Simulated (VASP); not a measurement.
A run of VASP 6.6.1 is set up as follows.

INCAR

```
  ALGO = Normal
  EDIFF = 1E-6
  ENCUT = 520
  GGA = PE
  ISIF = 2
  ISMEAR = -1
  LASPH = T
  LCHARG = F
  LREAL = F
  LWAVE = F
  NBANDS = 8
  NELM = 60
  PREC = Accurate
  SIGMA = 0.05
```

The input KPOINTS:

```
k-points
0
Gamma
  15 15 14
```

File POSCAR:

```
As
1.0
    2.2350874139      0.0000000000      0.0000000000
   -1.1175437069      1.9356424801      0.0000000000
    0.0000000000      0.0000000000      2.0862947165
As
1
Direct
    0.0000000000      0.0000000000      0.0000000000
```

Potentials or basis: VASP PAW PBE potentials, release 64 (As).

Run with:

```bash
$ cat potpaw_PBE.64/As/POTCAR > POTCAR
$ mpirun -np 1 vasp_std > vasp.out
```

(1) Estimate the pressure.

## Answers

(1) 354.8 GPa.
